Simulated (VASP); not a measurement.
# Ag (P6/mmm) in VASP: further runs

Ag is run at these levels: PBE; tasks: single point.

Everything below comes from runs of VASP 6.6.1. Logs are shortened: lines on timing, memory, paths and dates and some standing lists are left out, and cuts for length are marked.

## Step 1: The cell of the first run

Symmetry: P6/mmm, No. 191, hexagonal system. Conventional cell: a = 4.423 Å, b = 4.423 Å, c = 2.641 Å, α = 90.00°, β = 90.00°, γ = 120.00°. Within 3.5 Å of Ag (site symmetry 6/mmm) lie 14 Ag at 2.64 to 2.87 Å. Ag (site symmetry -6m2) has 11 Ag at 2.55 to 2.87 Å within 3.4 Å.

## Step 2: Single point, PBE

Contents of INCAR:

```
PREC = Accurate
ENCUT = 520
EDIFF = 1E-6
ISMEAR = -1
SIGMA = 0.08
LREAL = F
LASPH = T
NELM = 60
ALGO = Normal
ISIF = 2
LWAVE = F
LCHARG = F
GGA = PE
NBANDS = 24
```

Contents of KPOINTS:

```
Automatic mesh
0
Gamma
  8 8 12
```

Contents of POSCAR:

```
Ag
1.0
    4.4232834809      0.0000000000      0.0000000000
   -2.2116417405      3.8306758626      0.0000000000
    0.0000000000      0.0000000000      2.6410479005
Ag
3
Direct
    0.0000000000      0.0000000000      0.0000000000
    0.3333333333      0.6666666667      0.5000000000
    0.6666666667      0.3333333333      0.5000000000
```

Potentials or basis: VASP PAW PBE potentials, release 64 (Ag).

The run is started by

```bash
cat potpaw_PBE.64/Ag/POTCAR > POTCAR
mpirun -np 1 vasp_std > vasp.out
```

OUTCAR:

```text
PREC = Accurate
   ENCUT = 520
   EDIFF = 1E-6
   ISMEAR = -1
   LREAL = F
   LASPH = T
   NELM = 60
   ISIF = 2
   GGA = PE

 ion  position               nearest neighbor table
   1  0.000  0.000  0.000-   2 2.87   3 2.87   2 2.87   3 2.87   3 2.87   3 2.87   2 2.87   2 2.87
                             3 2.87   3 2.87   2 2.87   2 2.87
   2  0.333  0.667  0.500-   3 2.55   3 2.55   3 2.55   1 2.87   1 2.87   1 2.87   1 2.87   1 2.87
                             1 2.87
   3  0.667  0.333  0.500-   2 2.55   2 2.55   2 2.55   1 2.87   1 2.87   1 2.87   1 2.87   1 2.87
                             1 2.87

  LATTYP: Found a hexagonal cell.
 ALAT       =     4.4232834809
 C/A-ratio  =     0.5970785983

  Lattice vectors:

 A1 = (   4.4232834809,   0.0000000000,   0.0000000000)
 A2 = (  -2.2116417405,   3.8306758626,   0.0000000000)
 A3 = (   0.0000000000,   0.0000000000,   2.6410479005)

Analysis of symmetry for initial positions (statically):
=====================================================================
 Subroutine PRICEL returns:
 Original cell was already a primitive cell.

 Routine SETGRP: Setting up the symmetry group for a
 hexagonal supercell.

 Subroutine GETGRP returns: Found 24 space group operations
 (whereof 24 operations were pure point group operations)
 out of a pool of 24 trial point group operations.

The static configuration has the point symmetry D_6h.

Analysis of symmetry for dynamics (positions and initial velocities):
=====================================================================
 Subroutine PRICEL returns:
 Original cell was already a primitive cell.

 Routine SETGRP: Setting up the symmetry group for a
 hexagonal supercell.

 Subroutine GETGRP returns: Found 24 space group operations
 (whereof 24 operations were pure point group operations)
 out of a pool of 24 trial point group operations.

The dynamic configuration has the point symmetry D_6h.

 Subroutine INISYM returns: Found 24 space group operations
 (whereof 24 operations are pure point group operations),
 and found     1 'primitive' translations

----------------------------------------------------------------------------------------

                                     Primitive cell

  volume of cell :      44.7504

  direct lattice vectors                    reciprocal lattice vectors
     4.423283481  0.000000000  0.000000000     0.226076399  0.130525270  0.000000000
    -2.211641741  3.830675863  0.000000000     0.000000000  0.261050539  0.000000000
     0.000000000  0.000000000  2.641047900     0.000000000  0.000000000  0.378637585

  length of vectors
     4.423283481  4.423283481  2.641047900     0.261050539  0.261050539  0.378637585

  position of ions in fractional coordinates (direct lattice)
     0.000000000  0.000000000  0.000000000
     0.333333333  0.666666667  0.500000000
     0.666666667  0.333333333  0.500000000

  ion indices of the primitive-cell ions
   primitive index   ion index
                 1           1
                 2           2
                 3           3

----------------------------------------------------------------------------------------

 KPOINTS: Automatic mesh

Automatic generation of k-mesh.
 Grid dimensions read from file:
 generate k-points for:    8    8   12

 Generating k-lattice:

  Cartesian coordinates                     Fractional coordinates (reciprocal lattice)
     0.028259550  0.016315659  0.000000000     0.125000000  0.000000000  0.000000000
     0.000000000  0.032631317  0.000000000     0.000000000  0.125000000  0.000000000
     0.000000000  0.000000000  0.031553132     0.000000000  0.000000000  0.083333333

  Length of vectors
     0.032631317  0.032631317  0.031553132

  Shift w.r.t. Gamma in fractional coordinates (k-lattice)
     0.000000000  0.000000000  0.000000000

 Subroutine IBZKPT returns following result:
 ===========================================

 Found     70 irreducible k-points:

 Following reciprocal coordinates:
            Coordinates               Weight
  0.000000  0.000000  0.000000      1.000000
  0.125000 -0.000000  0.000000      6.000000
  0.250000 -0.000000  0.000000      6.000000
  0.375000 -0.000000  0.000000      6.000000
  0.500000 -0.000000  0.000000      3.000000
  0.125000  0.125000  0.000000      6.000000
[... 16 lines left out ...]
  0.250000 -0.000000  0.166667     12.000000
  0.375000 -0.000000  0.166667     12.000000
 [... further k-points ...]
   k-points           NKPTS =     70   k-points in BZ     NKDIM =     70   number of bands    NBANDS=     24
   number of dos      NEDOS =    301   number of ions     NIONS =      3
   total plane-waves  NPLWV =  25920
   dimension x,y,z NGX =    36 NGY =   36 NGZ =   20
   dimension x,y,z NGXF=    72 NGYF=   72 NGZF=   40
   ions per type =               3
   NGX,Y,Z   is equivalent  to a cutoff of  13.53, 13.53, 12.59 a.u.
   NGXF,Y,Z  is equivalent  to a cutoff of  27.06, 27.06, 25.18 a.u.
 SYSTEM =  unknown system
   PREC   = accura    normal or accurate (medium, high low for compatibility)
   ISTART =      0    job   : 0-new  1-cont  2-samecut
   ICHARG =      2    charge: 1-file 2-atom 10-const
   ISPIN  =      1    spin polarized calculation?
   LNONCOLLINEAR =      F non collinear calculations
   LSORBIT =      F    spin-orbit coupling
   LASPH  =      T    aspherical Exc in radial PAW
   ENCUT  =  520.0 eV  38.22 Ry    6.18 a.u.   8.22  8.22  4.91*2*pi/ulx,y,z
   NELM   =     60;   NELMIN=  2; NELMDL= -5     # of ELM steps
   EDIFF  = 0.1E-05   stopping-criterion for ELM
   LREAL  =      F    real-space projection
   EDIFFG = 0.1E-04   stopping-criterion for IOM
   NSW    =      0    number of steps for IOM
   IBRION =     -1    ionic relax: 0-MD 1-quasi-New 2-CG
   NFREE  =      0    steps in history (QN), initial steepest desc. (CG)
   ISIF   =      2    stress and relaxation
   ISYM   =      2    0-nonsym 1-usesym 2-fastsym
   POTIM  = 0.5000    time-step for ionic-motion
   TEBEG  =    0.0;   TEEND  =   0.0 temperature during run
   PSTRESS=    0.0 pullay stress
   NELECT =      33.0000    total number of electrons
   NUPDOWN=      -1.0000    fix difference up-down
   EMIN   =  10.00;   EMAX   =-10.00  energy-range for DOS
   EFERMI =   0.00;   METHOD = LEGACY
   ISMEAR =    -1;   SIGMA  =   0.08  broadening in eV -4-tet -1-fermi 0-gaus
   EFERMI_NEDOS =   21; number of points for ismear=-14 and -15
   IALGO  =     38    algorithm
   IMIX   =      4    mixing-type and parameters
     AMIX     =   0.40;   BMIX     =  1.00
     AMIX_MAG =   1.60;   BMIX_MAG =  1.00
  volume/ion in A,a.u.               =      14.92       100.66
  Fermi-wavevector in a.u.,A,eV,Ry     =   1.479043  2.794985 29.763653  2.187567
  Thomas-Fermi vector in A             =   2.593249
   LORBIT       =      0    0 simple, 1 ext, 2 COOP (PROOUT), +10 PAW based schemes
   GGA     = PE    functional components
   LHFCALC =     F    Hartree Fock is set to
   AEXX    =    0.0000 exact exchange contribution
   IVDW    =     0    specifies the selected vdW correction
   LEPSILON=     F    determine dielectric tensor
   LRPA    =     F    only Hartree local field effects (RPA)
 non-spin polarized calculation
  energy-cutoff  :      520.00
  volume of cell :       44.75
 maximum number of plane-waves:      1223
 NGX is ok and might be reduce to    36
   NGX = 17   NGY = 17   NGZ =  9

 number of electron      33.0000015 magnetization

 Free energy of the ion-electron system (eV)
  ---------------------------------------------------
  ext. energy  EPLUGINS =         0.00000000
  ---------------------------------------------------
  free energy    TOTEN  =        -7.20772542 eV

  energy without entropy =       -7.19043719  energy(sigma->0) =       -7.19908131

 E-fermi :  10.5173     XC(G=0): -13.0178

 val. band max:       10.5000391059   @ k =   0.5000  -0.0000   0.0833
 cond. band min:      10.5639199917   @ k =   0.5000  -0.0000   0.4167
 fundamental gap:      0.0638808858
 Fermi energy:        10.5173118889

 k-point     1 :       0.0000    0.0000    0.0000
  band No.  band energies     occupation
      1       1.6366      2.00000
      2       3.1099      2.00000
      3       4.4869      2.00000
      4       4.7165      2.00000
      5       4.7899      2.00000
      6       4.7899      2.00000
[... 16 lines left out ...]
     23      23.5929      0.00000
     24      28.4208      0.00000

 k-point     2 :       0.1250   -0.0000    0.0000
  band No.  band energies     occupation
      1       1.8262      2.00000
      2       3.1654      2.00000
      3       4.2281      2.00000
      4       4.4261      2.00000
      5       4.4605      2.00000
      6       4.6998      2.00000
[... 16 lines left out ...]
     23      23.9268      0.00000
     24      28.1062      0.00000

 k-point     3 :       0.2500   -0.0000    0.0000
  band No.  band energies     occupation
      1       2.3562      2.00000
      2       3.2921      2.00000
      3       3.7049      2.00000
      4       4.2522      2.00000
      5       4.2631      2.00000
      6       4.5954      2.00000
[... 16 lines left out ...]
     23      24.8773      0.00000
     24      26.9671      0.00000

 k-point     4 :       0.3750   -0.0000    0.0000
  band No.  band energies     occupation
      1       3.0129      2.00000
      2       3.2329      2.00000
      3       3.6669      2.00000
      4       4.0756      2.00000
      5       4.2094      2.00000
      6       4.4346      2.00000
[... 16 lines left out ...]
     23      25.4903      0.00000
     24      26.2720      0.00000

 k-point     5 :       0.5000   -0.0000    0.0000
  band No.  band energies     occupation
      1       3.0038      2.00000
      2       3.6307      2.00000
      3       3.6961      2.00000
      4       4.0279      2.00000
      5       4.2138      2.00000
      6       4.2958      2.00000
[... 451 lines left out ...]
 k-point    22 :       0.1250   -0.0000    0.1667
  band No.  band energies     occupation
      1       2.4571      2.00000
      2       3.7355      2.00000
      3       4.1198      2.00000
      4       4.2332      2.00000
      5       4.6220      2.00000
      6       4.7659      2.00000
[... 16 lines left out ...]
     23      20.3256      0.00000
     24      27.6162      0.00000

 k-point    23 :       0.2500   -0.0000    0.1667
  band No.  band energies     occupation
      1       2.9250      2.00000
      2       3.7495      2.00000
      3       3.8913      2.00000
      4       4.1447      2.00000
      5       4.5954      2.00000
      6       4.9132      2.00000
[... 16 lines left out ...]
     23      21.9680      0.00000
     24      26.1552      0.00000

 k-point    24 :       0.3750   -0.0000    0.1667
  band No.  band energies     occupation
      1       3.4626      2.00000
      2       3.5568      2.00000
      3       4.1004      2.00000
      4       4.1491      2.00000
      5       4.5118      2.00000
      6       4.7887      2.00000
[... 16 lines left out ...]
     23      24.3584      0.00000
     24      24.8968      0.00000

 [... further k-points ...]
[... 5 lines left out ...]
  --------------------------------------------------------------------------------------
  -------------------------------------------------------------------------------------
  Total        8.5284276      8.5284276      8.5325846     -0.0000000      0.0000000      0.0000000
  in kB      305.3395716    305.3395716    305.4884034     -0.0000000      0.0000000      0.0000000
  external PRESSURE =     305.3891822 kB  Pullay stress =       0.0000000 kB

 VOLUME and BASIS-vectors are now :
 -----------------------------------------------------------------------------
  energy-cutoff  :      520.00
  volume of cell :       44.75
      direct lattice vectors                 reciprocal lattice vectors
     4.423283481  0.000000000  0.000000000     0.226076399  0.130525270  0.000000000
    -2.211641741  3.830675863  0.000000000     0.000000000  0.261050539  0.000000000
     0.000000000  0.000000000  2.641047900     0.000000000  0.000000000  0.378637585

 POSITION                                       TOTAL-FORCE (eV/Angst)
 -----------------------------------------------------------------------------------
      0.00000      0.00000      0.00000        -0.000000      0.000000      0.000000
     -0.00000      2.55378      1.32052         0.000000      0.000000     -0.000000
      2.21164      1.27689      1.32052        -0.000000      0.000000      0.000000
 -----------------------------------------------------------------------------------
    total drift:                                0.000000      0.000000     -0.000000

  FREE ENERGIE OF THE ION-ELECTRON SYSTEM (eV)
  ---------------------------------------------------
  free  energy   TOTEN  =        -7.2077254239 eV

  energy  without entropy=       -7.1904371893  energy(sigma->0) =       -7.19908131
```

Wall time 74 s (1 thread of AMD EPYC 9R45 (Zen 5), shared host); peak memory 0.17 GiB.

Results:

- Free energy: -7.2077 eV
- Pressure: 30.5 GPa

## Step 3: Single point, PBE

Contents of INCAR:

```
  ALGO = Normal
  EDIFF = 1E-6
  ENCUT = 520
  GGA = PE
  ISIF = 2
  ISMEAR = -1
  LASPH = True
  LCHARG = False
  LREAL = False
  LWAVE = False
  NBANDS = 24
  NELM = 100
  PREC = Accurate
  SIGMA = 0.08
```

Contents of KPOINTS:

```
k-points
0
Gamma
  8 8 12
```

Contents of POSCAR:

```
Ag
1.0
    4.4230284574      0.0000000000      0.0000000000
   -2.2115142287      3.8304550057      0.0000000000
    0.0000000000      0.0000000000      2.6409186936
Ag
3
Direct
    0.0000000000      0.0000000000      0.0000000000
    0.3333333333      0.6666666667      0.5000000000
    0.6666666667      0.3333333333      0.5000000000
```

Potentials or basis: VASP PAW PBE potentials, release 64 (Ag).

The run is started by

```bash
cat potpaw_PBE.64/Ag/POTCAR > POTCAR
mpirun -np 1 vasp_std > vasp.out
```

It took 66 s on 1 thread of AMD EPYC 9R45 (Zen 5), shared host; peak memory 0.17 GiB.

Results (log left out):

```
Free energy : -7.2063 eV
Pressure    : 30.6 GPa
```

Levels at points of the mesh, in eV from the Fermi level:
| k point | band 12 | band 13 | band 14 | band 15 | band 16 | band 17 | band 18 | band 19 | band 20 | band 21 |
| --- | --- | --- | --- | --- | --- | --- | --- | --- | --- | --- |
| (0.00, 0.00, 0.00) | -4.41 | -4.34 | -4.34 | -2.99 | -2.99 | 5.02 | 5.02 | 5.03 | 5.03 | 5.80 |
| (0.50, 0.00, 0.00) | -3.40 | -3.40 | -3.37 | -3.35 | -2.93 | -2.90 | -0.59 | 4.78 | 12.94 | 13.15 |
| (0.00, 0.00, 0.50) | -3.56 | -3.25 | -3.25 | -2.42 | -0.38 | 0.49 | 7.49 | 8.09 | 8.09 | 9.05 |
| (0.50, 0.00, 0.50) | -3.52 | -3.48 | -3.01 | -2.68 | 0.80 | 0.81 | 3.98 | 4.33 | 7.16 | 7.20 |
